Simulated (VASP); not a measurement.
Write the native input for VASP 6.6.1 that does the following.

- Task: single point
- Functional: PBE
- Potentials or basis: VASP PAW PBE potentials, release 64 (Hf_pv)
- Cutoff: 520 eV
- k mesh: 20 × 20 × 20
- Occupations: fermi-dirac, width 0.08 eV
- Spin: no spin polarisation
- Dipole correction: no
- Further INCAR settings: ALGO = Normal; EDIFF = 1e-06; NBANDS = 11

The structure of Hf lies in POSCAR:

```
Hf
1.0
    0.0000000000      1.6752566999      1.6752566999
    1.6752566999      0.0000000000      1.6752566999
    1.6752566999      1.6752566999      0.0000000000
Hf
1
Direct
    0.0000000000      0.0000000000      0.0000000000
```

The input as run:

INCAR

```
SYSTEM = Hf
ALGO     = Normal         ! electronic algorithm
EDIFF    = 1E-6           ! SCF threshold, eV
ENCUT    = 520            ! plane-wave cutoff, eV
GGA      = PE             ! functional
ISIF     = 2              ! what is computed and relaxed
ISMEAR   = -1             ! smearing method
LASPH    = .TRUE.         ! aspherical terms in the spheres
LCHARG   = .FALSE.        ! write CHGCAR
LREAL    = .FALSE.        ! projectors in reciprocal space
LWAVE    = .FALSE.        ! write WAVECAR
NBANDS   = 11             ! bands
NELM     = 100            ! most SCF steps
PREC     = Accurate       ! precision mode
SIGMA    = 0.08           ! smearing width, eV
```

KPOINTS

```
k-points
0
G
  20 20 20
  0 0 0
```

Potentials or basis: VASP PAW PBE potentials, release 64 (Hf_pv).

Launch:

```sh
$ cat potpaw_PBE.64/Hf_pv/POTCAR > POTCAR
$ mpirun -np 1 vasp_std > vasp.out
```

Results of the run:

- Pressure: 420.8 GPa
- Band gap on the k mesh: zero (band 5 reaches 14.35 eV, above the bottom of band 6 at 12.21 eV)

Caveat: spin-orbit coupling is left out, which moves the levels of the heavy elements.

It took 34 s on 1 thread of Intel Xeon 8259CL, with other jobs on the host, peak memory 0.14 GiB.
